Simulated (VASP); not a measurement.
Ag, 6 atoms in the cell. Symmetry: P-3m1, No. 164, trigonal system. The conventional cell has a = 2.867 Å, b = 2.867 Å, c = 16.072 Å, α = 90.00°, β = 90.00°, γ = 120.00°. Within 3.8 Å of Ag (site symmetry 3m) lie 12 Ag at 2.87 Å. Ag (site symmetry 3m) has 9 Ag at 2.87 Å within 3.8 Å. Ag (site symmetry 3m) has 12 Ag at 2.87 Å within 3.8 Å.  This cell differs from its parent crystal: the distance across one plane changed.

* Program: VASP 6.6.1
* Task: single point
* Functional: PBEsol
* Potentials or basis: VASP PAW PBE potentials, release 64 (Ag)
* Cutoff: 520 eV
* k mesh: 24 × 24 × 5
* Occupations: gaussian, width 0.15 eV
* Spin: no spin polarisation
* Dipole correction: no
* Further INCAR settings: ALGO = Fast; EDIFF = 1e-06; NBANDS = 42

Potentials or basis: VASP PAW PBE potentials, release 64 (Ag).

Command:

```console
$ cat potpaw_PBE.64/Ag/POTCAR > POTCAR
$ mpirun -np 1 vasp_std > vasp.out
```

Hardware: 1 thread of Oxide Virtual Turin-like Processor, on a shared host.

Task: How long does it take, and how much memory?

Result: Wall time 14 min on 1 thread of Oxide Virtual Turin-like Processor, with other jobs on the host, peak memory 0.9 GiB. Counts: scf iterations 13, k points 279.
